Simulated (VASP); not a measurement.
# Li (P6_3/mmc) in VASP: further runs

Li is run at these levels: PBE+D3(BJ); tasks: single point, relaxation of cell and atoms.

Everything below comes from runs of VASP 6.6.1. Logs are shortened: lines on timing, memory, paths and dates and some standing lists are left out, and cuts for length are marked.

## 1. The cell of the first run

The structure is hexagonal, space group P6_3/mmc (No. 194). The conventional cell has a = 2.950 Å, b = 2.950 Å, c = 4.847 Å, α = 90.00°, β = 90.00°, γ = 120.00°. Li (site symmetry -6m2) has 12 Li at 2.95 to 2.96 Å within 3.9 Å.

This isn't the form of Li at room conditions, which is bcc.

## 2. Single point, PBE+D3(BJ)

The input, INCAR:

```
SYSTEM = Li
  PREC = Accurate
  ENCUT = 520
  EDIFF = 1E-6
  ISMEAR = 0
  SIGMA = 0.1
  LREAL = .FALSE.
  LASPH = .TRUE.
  NELM = 60
  ALGO = Normal
  ISIF = 2
  LWAVE = .FALSE.
  LCHARG = .FALSE.
  GGA = PE
  IVDW = 12
  NBANDS = 10
```

The input, KPOINTS:

```
Automatic mesh
0
G
  18 18 10
  0 0 0
```

The input, POSCAR:

```
Li
1.0
    2.9502071684      0.0000000000      0.0000000000
   -1.4751035842      2.5549543542      0.0000000000
    0.0000000000      0.0000000000      4.8467429754
Li
2
Direct
    0.3333333333      0.6666666667      0.2500000000
    0.6666666667      0.3333333333      0.7500000000
```

Potentials or basis: VASP PAW PBE potentials, release 64 (Li_sv).

Run with:

```bash
$ cat potpaw_PBE.64/Li_sv/POTCAR > POTCAR
$ mpirun -np 1 vasp_std > vasp.out
```

OUTCAR:

```text
SYSTEM = Li
   PREC = Accurate
   ENCUT = 520
   EDIFF = 1E-6
   ISMEAR = 0
   LREAL = .FALSE.
   LASPH = .TRUE.
   NELM = 60
   ISIF = 2
   GGA = PE
   IVDW = 12
 IVDW          = 12

 ion  position               nearest neighbor table
   1  0.333  0.667  0.250-
   2  0.667  0.333  0.750-

  LATTYP: Found a hexagonal cell.
 ALAT       =     2.9502071684
 C/A-ratio  =     1.6428483489

  Lattice vectors:

 A1 = (   2.9502071684,   0.0000000000,   0.0000000000)
 A2 = (  -1.4751035842,   2.5549543542,   0.0000000000)
 A3 = (   0.0000000000,   0.0000000000,   4.8467429754)

Analysis of symmetry for initial positions (statically):
=====================================================================
 Subroutine PRICEL returns:
 Original cell was already a primitive cell.

 Routine SETGRP: Setting up the symmetry group for a
 hexagonal supercell.

 Subroutine GETGRP returns: Found 24 space group operations
 (whereof 12 operations were pure point group operations)
 out of a pool of 24 trial point group operations.

The static configuration has the point symmetry D_3d.
 The point group associated with its full space group is D_6h.

Analysis of symmetry for dynamics (positions and initial velocities):
=====================================================================
 Subroutine PRICEL returns:
 Original cell was already a primitive cell.

 Routine SETGRP: Setting up the symmetry group for a
 hexagonal supercell.

 Subroutine GETGRP returns: Found 24 space group operations
 (whereof 12 operations were pure point group operations)
 out of a pool of 24 trial point group operations.

The dynamic configuration has the point symmetry D_3d.
 The point group associated with its full space group is D_6h.

 Subroutine INISYM returns: Found 24 space group operations
 (whereof 12 operations are pure point group operations),
 and found     1 'primitive' translations

----------------------------------------------------------------------------------------

                                     Primitive cell

  volume of cell :      36.5330

  direct lattice vectors                    reciprocal lattice vectors
     2.950207168  0.000000000  0.000000000     0.338959247  0.195698212  0.000000000
    -1.475103584  2.554954354  0.000000000     0.000000000  0.391396425  0.000000000
     0.000000000  0.000000000  4.846742975     0.000000000  0.000000000  0.206324124

  length of vectors
     2.950207168  2.950207168  4.846742975     0.391396425  0.391396425  0.206324124

  position of ions in fractional coordinates (direct lattice)
     0.333333333  0.666666667  0.250000000
     0.666666667  0.333333333  0.750000000

  ion indices of the primitive-cell ions
   primitive index   ion index
                 1           1
                 2           2
[... 84 lines left out ...]
   NUPDOWN=      -1.0000    fix difference up-down
   EMIN   =  10.00;   EMAX   =-10.00  energy-range for DOS
   EFERMI =   0.00;   METHOD = LEGACY
   ISMEAR =     0;   SIGMA  =   0.10  broadening in eV -4-tet -1-fermi 0-gaus
   EFERMI_NEDOS =   21; number of points for ismear=-14 and -15
   IALGO  =     38    algorithm
   IMIX   =      4    mixing-type and parameters
     AMIX     =   0.40;   BMIX     =  1.00
     AMIX_MAG =   1.60;   BMIX_MAG =  1.00
  volume/ion in A,a.u.               =      18.27       123.27
  Fermi-wavevector in a.u.,A,eV,Ry     =   0.896527  1.694190 10.935827  0.803761
  Thomas-Fermi vector in A             =   2.018997
   LORBIT       =      0    0 simple, 1 ext, 2 COOP (PROOUT), +10 PAW based schemes
   GGA     = PE    functional components
   LHFCALC =     F    Hartree Fock is set to
   AEXX    =    0.0000 exact exchange contribution
   IVDW    =    12    specifies the selected vdW correction
   LEPSILON=     F    determine dielectric tensor
   LRPA    =     F    only Hartree local field effects (RPA)
 non-spin polarized calculation
 Gauss-broadening in eV      SIGMA  =   0.10
  energy-cutoff  :      520.00
  volume of cell :       36.53
 maximum number of plane-waves:      1008
 NGX is ok and might be reduce to    24
   NGX = 11   NGY = 11   NGZ = 19

 number of electron       6.0000008 magnetization

 Free energy of the ion-electron system (eV)
  ---------------------------------------------------
  ext. energy  EPLUGINS =         0.00000000
  ---------------------------------------------------
  free energy    TOTEN  =        -3.79514179 eV

  energy without entropy =       -3.79083317  energy(sigma->0) =       -3.79298748

 E-fermi :   0.9240     XC(G=0):  -7.3025

 val. band max:        0.9200841327   @ k =   0.1667   0.1667   0.3000
 cond. band min:       0.9532692382   @ k =   0.3889   0.1111   0.3000
 fundamental gap:      0.0331851055
 Fermi energy:         0.9240175964

 k-point     1 :       0.0000    0.0000    0.0000
  band No.  band energies     occupation
      1     -45.4276      2.00000
      2     -45.4007      2.00000
      3      -2.7621      2.00000
      4       0.8309      1.81229
      5       4.1627      0.00000
      6      14.3968      0.00000
      7      14.3969      0.00000
      8      15.8748      0.00000
      9      15.8748      0.00000
     10      16.3951      0.00000
[... 287 lines left out ...]
 k-point    24 :       0.3889    0.1111    0.0000
  band No.  band energies     occupation
      1     -45.4001      2.00000
      2     -45.3915      2.00000
      3       0.5789      2.00000
      4       2.7512      0.00000
      5       5.4012      0.00000
      6       7.0966      0.00000
      7       8.0790      0.00000
      8       8.1498      0.00000
      9      11.5461      0.00000
     10      14.0437      0.00000

 [... further k-points ...]

------------------------ aborting loop because EDIFF is reached ----------------------------------------

 Edisp (eV)   -0.37529

 E8    (eV) :    -0.1560

  FORCE on cell =-STRESS in cart. coord.  units (eV):
  Direction    XX          YY          ZZ          XY          YZ          ZX
  --------------------------------------------------------------------------------------
  -------------------------------------------------------------------------------------
  Total      -0.01902    -0.01902    -0.01832     0.00000     0.00000     0.00000
  in kB      -0.83403    -0.83403    -0.80325     0.00000     0.00000     0.00000
  external pressure =       -0.82 kB  Pullay stress =        0.00 kB

 VOLUME and BASIS-vectors are now :
 -----------------------------------------------------------------------------
  energy-cutoff  :      520.00
  volume of cell :       36.53
      direct lattice vectors                 reciprocal lattice vectors
     2.950207168  0.000000000  0.000000000     0.338959247  0.195698212  0.000000000
    -1.475103584  2.554954354  0.000000000     0.000000000  0.391396425  0.000000000
     0.000000000  0.000000000  4.846742975     0.000000000  0.000000000  0.206324124

 POSITION                                       TOTAL-FORCE (eV/Angst)
 -----------------------------------------------------------------------------------
     -0.00000      1.70330      1.21169         0.000000      0.000000      0.000000
      1.47510      0.85165      3.63506        -0.000000      0.000000      0.000000
 -----------------------------------------------------------------------------------
    total drift:                               -0.000000      0.000000      0.000000

  FREE ENERGIE OF THE ION-ELECTRON SYSTEM (eV)
  ---------------------------------------------------
  free  energy   TOTEN  =        -4.1704364478 eV

  energy  without entropy=       -4.1661278267  energy(sigma->0) =       -4.16828214
```

stdout:

```text
POSCAR found type information on POSCAR Li
 POSCAR found :  1 types and       2 ions
 scaLAPACK will be used
 LDA part: xc-table for (Slater+PW92), standard interpolation
 POSCAR, INCAR and KPOINTS ok, starting setup
 FFT: planning ... GRIDC
 FFT: planning ... GRID_SOFT
 FFT: planning ... GRID
 WAVECAR not read
 entering main loop
```

Wall time 33 s (1 thread of Intel Xeon Platinum 8259CL at 2.50GHz (Skylake/Cascade Lake), shared host); peak memory 0.19 GiB.

What came out:

```yaml
Free_energy: -4.1704 eV
Band_gap_on_the_k_mesh: zero (bands 3 and 4 overlap by 4.86 eV)
Dispersion_energy_per_atom: -0.188 eV
```

Levels at points of the mesh, in eV from the Fermi level:
```tsv
k point	band 1	band 2	band 3	band 4	band 5	band 6
(0.00, 0.00, 0.00)	-46.35	-46.32	-3.69	-0.09	3.24	13.47
(0.50, 0.00, 0.00)	-46.32	-46.32	-0.10	1.18	4.99	6.19
(0.00, 0.00, 0.50)	-46.34	-46.34	-2.54	-2.54	8.49	8.49
(0.50, 0.00, 0.50)	-46.32	-46.32	0.70	0.70	3.87	3.87
```

Caveat: the cutoff is under 1.25 times the usual one of these potentials, so pressure, stress and relaxed cells hold a basis-set (Pulay) error.

## 3. Relaxation of cell and atoms, PBE+D3(BJ)

The input, INCAR:

```
PREC = Accurate ; ENCUT = 600
EDIFF = 1E-7 ; ISMEAR = 0
SIGMA = 0.1 ; LREAL = False
LASPH = True ; NELM = 80
ALGO = Normal ; ISIF = 3
LWAVE = False ; LCHARG = False
GGA = PE ; IVDW = 12
IBRION = 2 ; NSW = 100
EDIFFG = -0.005
```

The input, KPOINTS:

```
regular mesh
0
Gamma
  18 18 10
```

The input, POSCAR:

```
Li
1.0
    2.9448299337      0.0000000000      0.0000000000
   -1.4724149669      2.5502975324      0.0000000000
    0.0000000000      0.0000000000      4.8634974853
Li
2
Direct
    0.3333333333      0.6666666667      0.2500000000
    0.6666666667      0.3333333333      0.7500000000
```

Potentials or basis: VASP PAW PBE potentials, release 64 (Li_sv).

Run with:

```bash
$ cat potpaw_PBE.64/Li_sv/POTCAR > POTCAR
$ mpirun -np 1 vasp_std > vasp.out
```

OUTCAR:

```text
PREC = Accurate
   ENCUT = 600
   EDIFF = 1E-7
   ISMEAR = 0
   LREAL = False
   LASPH = True
   NELM = 80
   ISIF = 3
   GGA = PE
   IVDW = 12
   IBRION = 2
   NSW = 100
   EDIFFG = -0.005
 IVDW          = 12

 ion  position               nearest neighbor table
   1  0.333  0.667  0.250-
   2  0.667  0.333  0.750-

  LATTYP: Found a hexagonal cell.
 ALAT       =     2.9448299337
 C/A-ratio  =     1.6515376422

  Lattice vectors:

 A1 = (   2.9448299337,   0.0000000000,   0.0000000000)
 A2 = (  -1.4724149669,   2.5502975324,   0.0000000000)
 A3 = (   0.0000000000,   0.0000000000,   4.8634974853)

Analysis of symmetry for initial positions (statically):
=====================================================================
 Subroutine PRICEL returns:
[... 254 lines left out ...]

 number of electron       5.9999998 magnetization

 Free energy of the ion-electron system (eV)
  ---------------------------------------------------
  ext. energy  EPLUGINS =         0.00000000
  ---------------------------------------------------
  free energy    TOTEN  =        -3.79170809 eV

  energy without entropy =       -3.78740334  energy(sigma->0) =       -3.78955571

 E-fermi :   0.9478     XC(G=0):  -7.3238

 val. band max:        0.9426752718   @ k =   0.1667   0.1667   0.3000
 cond. band min:       0.9798028201   @ k =   0.3889   0.1111   0.3000
 fundamental gap:      0.0371275482
 Fermi energy:         0.9478416844

 k-point     1 :       0.0000    0.0000    0.0000
  band No.  band energies     occupation
      1     -45.3868      2.00000
      2     -45.3596      2.00000
      3      -2.7490      2.00000
      4       0.8426      1.86337
      5       4.2018      0.00000
      6      14.5176      0.00000
      7      14.5176      0.00000
[... 221 lines left out ...]
 k-point    24 :       0.3889    0.1111    0.0000
  band No.  band energies     occupation
      1     -45.3585      2.00000
      2     -45.3498      2.00000
      3       0.6049      2.00000
      4       2.7896      0.00000
      5       5.4441      0.00000
      6       7.1566      0.00000
      7       8.1437      0.00000

 [... further k-points ...]

------------------------ aborting loop because EDIFF is reached ----------------------------------------

 Edisp (eV)   -0.37842

 E8    (eV) :    -0.1573
[... 25 lines left out ...]
  FREE ENERGIE OF THE ION-ELECTRON SYSTEM (eV)
  ---------------------------------------------------
  free  energy   TOTEN  =        -4.1701309269 eV

  energy  without entropy=       -4.1658261767  energy(sigma->0) =       -4.16797855

 reached required accuracy - stopping structural energy minimisation
```

OSZICAR:

```text
N       E                     dE             d eps       ncg     rms          rms(c)
DAV:   1     0.730574239769E+01    0.73057E+01   -0.36166E+03  3108   0.891E+02
DAV:   2    -0.199884715499E+01   -0.93046E+01   -0.91267E+01  4242   0.683E+01
DAV:   3    -0.369888657031E+01   -0.17000E+01   -0.16940E+01  4543   0.384E+01
[... 25 lines left out ...]
DAV:   5    -0.379170280612E+01   -0.78928E-05   -0.42704E-06  3738   0.213E-02    0.468E-03
DAV:   6    -0.379170737670E+01   -0.45706E-05   -0.86042E-07  4802   0.779E-03    0.347E-04
DAV:   7    -0.379170791461E+01   -0.53791E-06   -0.35803E-08  1841   0.279E-03    0.104E-04
DAV:   8    -0.379170807873E+01   -0.16412E-06   -0.40601E-09  1659   0.996E-04    0.790E-05
DAV:   9    -0.379170808858E+01   -0.98566E-08   -0.10409E-09  1603   0.459E-04
   3 F= -.41701309E+01 E0= -.41679786E+01  d E =-.172436E-03
```

Wall time 75 s (1 thread of Intel Xeon Platinum 8259CL at 2.50GHz (Skylake/Cascade Lake), shared host); peak memory 0.19 GiB.

What came out:

| Quantity | Value |
| --- | --- |
| Free energy | -4.1701 eV |
| Relaxed volume | 18.12 Å³/atom |
| Relaxed cell | a = 2.941 Å, b = 2.941 Å, c = 4.838 Å, α = 90.00°, β = 90.00°, γ = 120.00° |
| Space group after relaxing (to 0.1 Å) | P6_3/mmc (No. 194) |
| Energy gained by relaxing | 0.1 meV/atom |
| Ionic steps | 3 |
| Pressure after relaxing | 0.0 GPa |
| Band gap on the k mesh | zero (bands 3 and 4 overlap by 4.89 eV) |
| Dispersion energy per atom | -0.189 eV |

Step by step:
```
step  energy change (eV)  largest force (eV/Å)  pressure (GPa)  volume (Å³)
   1              0.0000                0.0000           -0.12        36.53
   2             -0.0001                0.0000           -0.09        36.45
   3             -0.0002                0.0000            0.00        36.23
```

Final structure:
```yaml
crystal:
  lattice:
    - [2.94068, 0.00000, 0.00000]
    - [-1.47034, 2.54670, 0.00000]
    - [0.00000, 0.00000, 4.83840]
  atoms:
    - { symbol: Li, position: [0.33333, 0.66667, 0.25000] }
    - { symbol: Li, position: [0.66667, 0.33333, 0.75000] }
```

Caveat: the cutoff is under 1.25 times the usual one of these potentials, so pressure, stress and relaxed cells hold a basis-set (Pulay) error.
